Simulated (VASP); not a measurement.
A run of VASP 6.6.1:

The input INCAR:

```
PREC = Accurate
ENCUT = 520
EDIFF = 1E-6
ISMEAR = 0
SIGMA = 0.1
LREAL = F
LASPH = T
NELM = 60
ALGO = Fast
ISIF = 2
LWAVE = F
LCHARG = F
LDIPOL = T
IDIPOL = 3
DIPOL = 0.5 0.5 0.500
GGA = PE
NBANDS = 22
```

Contents of KPOINTS:

```
regular mesh
0
Gamma
  12 12 1
```

POSCAR

```
Al
1.0
    2.8543223330      0.0000000000      0.0000000000
   -1.4271611665      2.4719156509      0.0000000000
    0.0000000000      0.0000000000     31.4205870243
Al
8
Direct
    0.3333333333      0.6666666667      0.2378069144
    0.0000000000      0.0000000000      0.3129552832
    0.6666666667      0.3333333333      0.3879257744
    0.0000000000      0.0000000000      0.4627922105
    0.3333333333      0.6666666667      0.5368398417
    0.0000000000      0.0000000000      0.6118368037
    0.6666666667      0.3333333333      0.6868247212
    0.0000000000      0.0000000000      0.7630184508
```

Potentials or basis: VASP PAW PBE potentials, release 64 (Al).

Launch:

```bash
$ cat potpaw_PBE.64/Al/POTCAR > POTCAR
$ mpirun -np 1 vasp_std > vasp.out
```

Hardware: 1 thread of Intel Xeon 8259CL (shared host).

Problem. Estimate the wall time of this run.

Solution. Run time: 5.5 min on 1 thread of Intel Xeon 8259CL, with other jobs on the host, peak memory 0.37 GiB. Counts: scf iterations 24, k points 19.
